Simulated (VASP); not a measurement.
Input of a VASP 6.6.1 run:

Contents of INCAR:

```
SYSTEM = GaAs
ALGO = Normal
EDIFF = 1E-6
ENCUT = 500
GGA = PS
GGA_COMPAT = .FALSE.
ISIF = 2
ISMEAR = 0
LASPH = .TRUE.
LCHARG = .FALSE.
LREAL = .FALSE.
LWAVE = .FALSE.
NBANDS = 16
NELM = 120
PREC = Accurate
SIGMA = 0.02
```

File KPOINTS:

```
k-points
0
G
  10 10 10
  0 0 0
```

POSCAR

```
GaAs
1.0
    0.0000000000      2.8365921126      2.8012231336
    2.8365921126      0.0000000000      2.8012231336
    2.8365921126      2.8365921126      0.0000000000
Ga As
1 1
Direct
    0.0000000000      0.0000000000      0.0000000000
    0.2500000000      0.2500000000      0.2500000000
```

Potentials or basis: VASP PAW PBE potentials, release 64 (Ga_d, As).

Run with:

```sh
$ cat potpaw_PBE.64/Ga_d/POTCAR potpaw_PBE.64/As/POTCAR > POTCAR
$ mpirun -np 1 vasp_std > vasp.out
```

(1) What does it give for the band gap on the k mesh?

(2) Estimate the pressure.

## Answers

(1) 0.42 eV.

(2) 0.5 GPa.

Caveat: the cell differs from its parent crystal (strained cell); semilocal functionals underestimate gaps, and a narrow one can read as zero; the PAW data sets were made with another functional, which shifts forces and pressure a little.
